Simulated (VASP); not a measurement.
# HfC (P-6m2) in VASP: relaxation of shape and atoms at fixed volume with r2SCAN

Aim: the relaxation of shape and atoms at fixed volume of HfC with r2SCAN.

Program: VASP 6.6.1. These are calculated values, not measurements. Logs are shortened: lines on timing, memory, paths and dates and some standing lists are left out, and cuts for length are marked.

### Step 1. The cell of the first run

It takes space group P-6m2 (No. 187, hexagonal). Conventional cell: a = 3.307 Å, b = 3.307 Å, c = 2.956 Å, α = 90.00°, β = 90.00°, γ = 120.00°. Hf (site symmetry -6m2) has 6 C at 2.41 Å and 2 Hf at 2.96 Å within 3.2 Å. C (site symmetry -6m2) has 6 Hf at 2.41 Å and 2 C at 2.96 Å within 3.2 Å.

### Step 2. Relaxation of shape and atoms at fixed volume, r2SCAN (volume scaled by 1.070)

POSCAR reads:

```
HfC
1.0
    3.3069753480      0.0000000000      0.0000000000
   -1.6534876740      2.8639246610      0.0000000000
    0.0000000000      0.0000000000      2.9561865766
Hf C
1 1
Direct
    0.0000000000      0.0000000000      0.0000000000
    0.6666666667      0.3333333333      0.5000000000
```

INCAR.step1 reads:

```
ALGO = Normal
EDIFF = 1E-4
ENCUT = 600
GGA = PE
ISMEAR = 0
LASPH = T
LCHARG = F
LREAL = F
LWAVE = T
NELM = 80
PREC = Accurate
SIGMA = 0.05
```

INCAR.step2 reads:

```
ALGO = Normal
EDIFF = 1E-7
EDIFFG = -0.01
ENCUT = 600
IBRION = 2
ISIF = 4
ISMEAR = 0
ISTART = 1
LASPH = T
LCHARG = F
LMIXTAU = T
LREAL = F
LWAVE = F
METAGGA = R2SCAN
NELM = 80
NSW = 60
PREC = Accurate
SIGMA = 0.05
```

KPOINTS reads:

```
k-points
0
Gamma
  12 12 12
```

Potentials or basis: VASP PAW PBE potentials, release 64 (Hf_pv, C).

Started as:

```bash
cat potpaw_PBE.64/Hf_pv/POTCAR potpaw_PBE.64/C/POTCAR > POTCAR
cp INCAR.step1 INCAR
mpirun -np 1 vasp_std > vasp.out
cp INCAR.step2 INCAR
mpirun -np 1 vasp_std > vasp.out
```

OUTCAR:

```text
EDIFF = 1E-7
   EDIFFG = -0.01
   ENCUT = 600
   IBRION = 2
   ISIF = 4
   ISMEAR = 0
   ISTART = 1
   LASPH = T
   LREAL = F
   METAGGA = R2SCAN
   NELM = 80
   NSW = 60
   PREC = Accurate

 ion  position               nearest neighbor table
   1  0.000  0.000  0.000-   2 2.41   2 2.41   2 2.41   2 2.41   2 2.41   2 2.41
   2  0.667  0.333  0.500-   1 2.41   1 2.41   1 2.41   1 2.41   1 2.41   1 2.41

  LATTYP: Found a hexagonal cell.
 ALAT       =     3.3069753480
 C/A-ratio  =     0.8939245883

  Lattice vectors:

 A1 = (   3.3069753480,   0.0000000000,   0.0000000000)
 A2 = (  -1.6534876740,   2.8639246610,   0.0000000000)
 A3 = (   0.0000000000,   0.0000000000,   2.9561865766)

Analysis of symmetry for initial positions (statically):
=====================================================================
 Subroutine PRICEL returns:
 Original cell was already a primitive cell.

 Routine SETGRP: Setting up the symmetry group for a
 hexagonal supercell.

 Subroutine GETGRP returns: Found 12 space group operations
 (whereof 12 operations were pure point group operations)
 out of a pool of 24 trial point group operations.

The static configuration has the point symmetry D_3h.

Analysis of symmetry for dynamics (positions and initial velocities):
=====================================================================
 Subroutine PRICEL returns:
 Original cell was already a primitive cell.

 Routine SETGRP: Setting up the symmetry group for a
 hexagonal supercell.

 Subroutine GETGRP returns: Found 12 space group operations
 (whereof 12 operations were pure point group operations)
 out of a pool of 24 trial point group operations.

The dynamic configuration has the point symmetry D_3h.

 Subroutine INISYM returns: Found 12 space group operations
 (whereof 12 operations are pure point group operations),
 and found     1 'primitive' translations

----------------------------------------------------------------------------------------

                                     Primitive cell

  volume of cell :      27.9978

  direct lattice vectors                    reciprocal lattice vectors
     3.306975348  0.000000000  0.000000000     0.302391126  0.174585598  0.000000000
    -1.653487674  2.863924661  0.000000000     0.000000000  0.349171196  0.000000000
     0.000000000  0.000000000  2.956186577     0.000000000  0.000000000  0.338273642

[... 96 lines left out ...]
   EMIN   =  10.00;   EMAX   =-10.00  energy-range for DOS
   EFERMI =   0.00;   METHOD = LEGACY
   ISMEAR =     0;   SIGMA  =   0.05  broadening in eV -4-tet -1-fermi 0-gaus
   EFERMI_NEDOS =   21; number of points for ismear=-14 and -15
   IALGO  =     38    algorithm
   IMIX   =      4    mixing-type and parameters
     AMIX     =   0.40;   BMIX     =  1.00
     AMIX_MAG =   1.60;   BMIX_MAG =  1.00
  volume/ion in A,a.u.               =      14.00        94.47
  Fermi-wavevector in a.u.,A,eV,Ry     =   1.299400  2.455509 22.972610  1.688439
  Thomas-Fermi vector in A             =   2.430666
   LORBIT       =      0    0 simple, 1 ext, 2 COOP (PROOUT), +10 PAW based schemes
   METAGGA = R2SCAN    functional components
   LHFCALC =     F    Hartree Fock is set to
   AEXX    =    0.0000 exact exchange contribution
   IVDW    =     0    specifies the selected vdW correction
   LEPSILON=     F    determine dielectric tensor
   LRPA    =     F    only Hartree local field effects (RPA)
 conjugate gradient relaxation of ions
 non-spin polarized calculation
 Gauss-broadening in eV      SIGMA  =   0.05
  energy-cutoff  :      600.00
  volume of cell :       28.00
 maximum number of plane-waves:       960
 NGX is ok and might be reduce to    28
   NGX = 13   NGY = 13   NGZ = 11

--------------------------------------- Ionic step        1  -------------------------------------------

 number of electron      13.9999999 magnetization

 Free energy of the ion-electron system (eV)
  ---------------------------------------------------
  ext. energy  EPLUGINS =         0.00000000
  ---------------------------------------------------
  free energy    TOTEN  =       -55.63368983 eV

  energy without entropy =      -55.63332995  energy(sigma->0) =      -55.63350989

------------------------ aborting loop because EDIFF is reached ----------------------------------------

  FORCE on cell =-STRESS in cart. coord.  units (eV):
  Direction    XX          YY          ZZ          XY          YZ          ZX
  --------------------------------------------------------------------------------------
  -------------------------------------------------------------------------------------
  Total       -2.3159948     -2.3159948     -2.5917402      0.0000000      0.0000000      0.0000000
  in kB     -132.5329236   -132.5329236   -148.3124690      0.0000000      0.0000000      0.0000000
  external PRESSURE =    -137.7927721 kB  Pullay stress =       0.0000000 kB
[... 59 lines left out ...]
--------------------------------------- Ionic step        3  -------------------------------------------

 number of electron      13.9999999 magnetization

 Free energy of the ion-electron system (eV)
  ---------------------------------------------------
  ext. energy  EPLUGINS =         0.00000000
  ---------------------------------------------------
  free energy    TOTEN  =       -55.63411522 eV

  energy without entropy =      -55.63380165  energy(sigma->0) =      -55.63395844

 E-fermi :   5.0388     XC(G=0): -12.4293

 val. band max:        4.9933996999   @ k =   0.2500   0.1667   0.0000
 cond. band min:       5.0702908315   @ k =   0.1667   0.1667   0.0000
 fundamental gap:      0.0768911316
 Fermi energy:         5.0387915161

 k-point     1 :       0.0000    0.0000    0.0000
  band No.  band energies     occupation
      1     -26.2500      2.00000
      2     -26.2500      2.00000
      3     -25.8360      2.00000
      4      -7.3067      2.00000
      5       3.4126      2.00000
      6       3.4126      2.00000
      7       4.1372      2.00000
      8       6.7459      0.00000
      9       9.9122      0.00000
     10      11.0949      0.00000
     11      11.0949      0.00000
[... 309 lines left out ...]
 k-point    24 :       0.3333   -0.0000    0.0833
  band No.  band energies     occupation
      1     -26.5904      2.00000
      2     -26.3236      2.00000
      3     -25.8543      2.00000
      4      -5.6173      2.00000
      5       0.8496      2.00000
      6       4.3720      2.00000
      7       4.5600      2.00000
      8       5.2352      0.00000
      9      10.0049      0.00000
     10      10.2393      0.00000
     11      11.8537      0.00000

 [... further k-points ...]
[... 5 lines left out ...]
  --------------------------------------------------------------------------------------
  -------------------------------------------------------------------------------------
  Total       -2.3860918     -2.3860918     -2.3887654      0.0000000      0.0000000      0.0000000
  in kB     -136.5442274   -136.5442274   -136.6972268      0.0000000      0.0000000      0.0000000
  external PRESSURE =    -136.5952272 kB  Pullay stress =       0.0000000 kB
[... 17 lines left out ...]
  FREE ENERGIE OF THE ION-ELECTRON SYSTEM (eV)
  ---------------------------------------------------
  free  energy   TOTEN  =       -55.6341152220 eV

  energy  without entropy=      -55.6338016515  energy(sigma->0) =      -55.63395844

 reached required accuracy - stopping structural energy minimisation
```

It took 9 min on 1 thread of Oxide Virtual Turin-like, shared host; peak memory 0.17 GiB.

Results:

* Free energy: -55.6341 eV
* Energy gained by relaxing: 0.2 meV/atom
* Ionic steps: 3
* Pressure after relaxing: -13.7 GPa
* Band gap on the k mesh: zero (band 7 reaches 5.07 eV, above the bottom of band 8 at 4.98 eV)

The path:
| step | energy change (eV) | largest force (eV/Å) | pressure (GPa) | volume (Å³) |
| --- | --- | --- | --- | --- |
| 1 | 0.0000 | 0.0000 | -13.78 | 28.00 |
| 2 | -0.0003 | 0.0000 | -13.61 | 28.00 |
| 3 | -0.0004 | 0.0000 | -13.66 | 28.00 |

Final structure:
```
CELL_PARAMETERS angstrom
3.31211 0.00000 0.00000
-1.65606 2.86838 0.00000
0.00000 0.00000 2.94702
ATOMIC_POSITIONS crystal
Hf 0.00000 0.00000 0.00000
C 0.66667 0.33333 0.50000
```

Caveat: the cell differs from its parent crystal (volume scaled by 1.070); the PAW data sets were made with another functional, which shifts forces and pressure a little; spin-orbit coupling is left out, which moves the levels of the heavy elements.
